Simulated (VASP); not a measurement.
Set up this calculation in VASP 6.6.1, as the native input.

* Task: single point
* Functional: LDA
* Potentials or basis: VASP PAW LDA potentials, release 64 (Au)
* Cutoff: 500 eV
* k mesh: 11 × 11 × 11
* Occupations: methfessel-paxton, width 0.1 eV
* Spin: no spin polarisation
* Dipole correction: no
* Further INCAR settings: ALGO = Normal; EDIFF = 1e-06; NBANDS = 12

The structure of Au lies in POSCAR:

```
Au
1.0
    0.0000000000      2.0350000000      2.0350000000
    2.0350000000      0.0000000000      2.0350000000
    2.0350000000      2.0350000000      0.0000000000
Au
1
Direct
    0.0000000000      0.0000000000      0.0000000000
```

One way to write it, as run:

INCAR

```
PREC     = Accurate       # precision mode
ENCUT    = 500            # plane-wave cutoff, eV
EDIFF    = 1E-6           # SCF threshold, eV
ISMEAR   = 1              # smearing method
SIGMA    = 0.1            # smearing width, eV
LREAL    = False          # projectors in reciprocal space
LASPH    = True           # aspherical terms in the spheres
NELM     = 120            # most SCF steps
ALGO     = Normal         # electronic algorithm
ISIF     = 2              # what is computed and relaxed
LWAVE    = False          # write WAVECAR
LCHARG   = True           # write CHGCAR
LELF     = True           # ELF
LVHAR    = True         
NBANDS   = 12             # bands
GGA_COMPAT= False
```

KPOINTS

```
Automatic mesh
0
Gamma
  11 11 11
```

Potentials or basis: VASP PAW LDA potentials, release 64 (Au).

Command:

```bash
$ cat potpaw_LDA.64/Au/POTCAR > POTCAR
$ mpirun -np 1 vasp_std > vasp.out
```

Results of the run:

| Item | Value |
| --- | --- |
| Pressure | -2.5 GPa |

Wall time 5.3 s on 1 thread of Intel(R) Xeon(R) Platinum 8559C (Emerald Rapids), with other jobs on the host, peak memory 0.13 GiB.
